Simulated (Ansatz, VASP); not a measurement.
**SnO in VASP and in Ansatz**

```
CELL_PARAMETERS angstrom
2.69046 -2.69048 0.00000
2.69046 2.69048 0.00000
0.00000 0.00000 9.49482
ATOMIC_POSITIONS crystal
Sn 0.99919 0.00081 0.98933
Sn 0.00081 0.99919 0.51039
Sn 0.50081 0.49919 0.24661
Sn 0.49919 0.50081 0.76767
O 0.00077 0.49923 0.37850
O 0.99921 0.50079 0.87850
O 0.50077 0.99923 0.37850
O 0.49921 0.00079 0.87850
```

Change from the starting cell: mode 11 (199.4 1/cm) frozen in, largest displacement -0.100 Å.

Alike in both runs: task single point; functional PBEsol; k mesh 10 × 10 × 4; occupations gaussian, width 0.15 eV; no spin polarisation.

|  | VASP | Ansatz |
| --- | --- | --- |
| version | VASP 6.6.1 | Ansatz 0.2.0 |
| potentials or method | VASP PAW PBE potentials, release 64 (Sn_d, O), cutoff 520 eV | scalar-relativistic, plane waves, PAW |
| valence electrons in the cell | 80 | 80 |

Ansatz gave:

```
gap on the k mesh at the Fermi level (eV)                     : none
pressure (GPa)                                                : 0.6
traceless stress, the component that is largest in VASP (GPa) : -1.15
rms of the force components (eV/Å)                            : 0.701
```

Problem. What did VASP give for the same quantities?

Solution. gap on the k mesh at the Fermi level (eV): none; pressure (GPa): 0.8; traceless stress, the component that is largest in VASP (GPa): -1.15; rms of the force components (eV/Å): 0.708.

VASP's potentials were made for PBE, not for PBEsol. Atom by atom the forces differ by 0.034 eV/Å (rms over components). A gap of «none» marks a metal or a gap that the smearing closes. With one functional, cell and mesh, what is left measures potentials, basis and numerics.
